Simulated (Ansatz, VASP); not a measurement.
# One calculation of KLiBr2, two programs

POSCAR

```
KLiBr2
1.0
    2.1090867960      1.2176818294      7.1981408104
   -2.1090867960      1.2176818294      7.1981408104
    0.0000000000     -2.4353636589      7.1981408104
Li K Br
1 1 2
Direct
    1.0000000000      0.0000000000      0.0000000000
    0.5000000000      0.5000000000      0.5000000000
    0.2643297172      0.2643297172      0.2643297172
    0.7356702828      0.7356702828      0.7356702828
```

Contents of INCAR.step1:

```
PREC = Accurate
ENCUT = 520
ISMEAR = 0
SIGMA = 0.001
LREAL = False
LASPH = True
NELM = 80
NBANDS = 21
GGA = PE
ALGO = Normal
EDIFF = 1E-4
LWAVE = True
LCHARG = False
```

File INCAR.step2:

```
PREC = Accurate
ENCUT = 520
EDIFF = 1E-6
ISMEAR = 0
SIGMA = 0.001
LREAL = False
LASPH = True
NELM = 80
ALGO = Normal
ISIF = 2
LWAVE = False
LCHARG = False
METAGGA = R2SCAN
LMIXTAU = True
NBANDS = 21
ISTART = 1
```

The input KPOINTS:

```
Automatic mesh
0
Gamma
  6 6 6
```

Input for Ansatz:

```yaml
crystal:
  lattice:
    - [2.109086796, 1.2176818294, 7.1981408104]
    - [-2.109086796, 1.2176818294, 7.1981408104]
    - [0.0, -2.4353636589, 7.1981408104]
  atoms:
    - { symbol: Li, position: [1.0, 0.0, 0.0] }
    - { symbol: K, position: [0.5, 0.5, 0.5] }
    - { symbol: Br, position: [0.2643297172, 0.2643297172, 0.2643297172] }
    - { symbol: Br, position: [0.7356702828, 0.7356702828, 0.7356702828] }
kpoints:
  mp_grid: { grid: [6, 6, 6] }
hamiltonian:
  xc: r2scan
scf:
  occupations: { method: gaussian, width: 0.001 }
  n_extra_bands: 5
output:
  forces: true
  stress: true
  eigenvalues: true
```

Alike in both runs: task single point; functional r2SCAN; k mesh 6 × 6 × 6; occupations gaussian, width 0.001 eV; no spin polarisation.

|  | VASP | Ansatz |
| --- | --- | --- |
| version | VASP 6.6.1 | Ansatz 0.2.0 |
| potentials or method | VASP PAW PBE potentials, release 64 (Li_sv, K_sv, Br) | plane waves |
| plane-wave cutoff (eV) | 520 | 500 |
| valence electrons in the cell | 26 | 26 |

```tsv
	VASP	Ansatz	Ansatz less VASP
gap on the k mesh at the Fermi level (eV)	5.15	5.12	-0.031
rms of the force components (eV/Å)	0.006	0.001	-0.0045
```

VASP's potentials were made for PBE, not for r2SCAN. Atom by atom the forces differ by 0.007 eV/Å (rms over components). The functional is the same, so the differences come from potentials, cutoffs and numerics.

Noted on VASP's run: the cutoff is short for stress, so the pressure is rough.
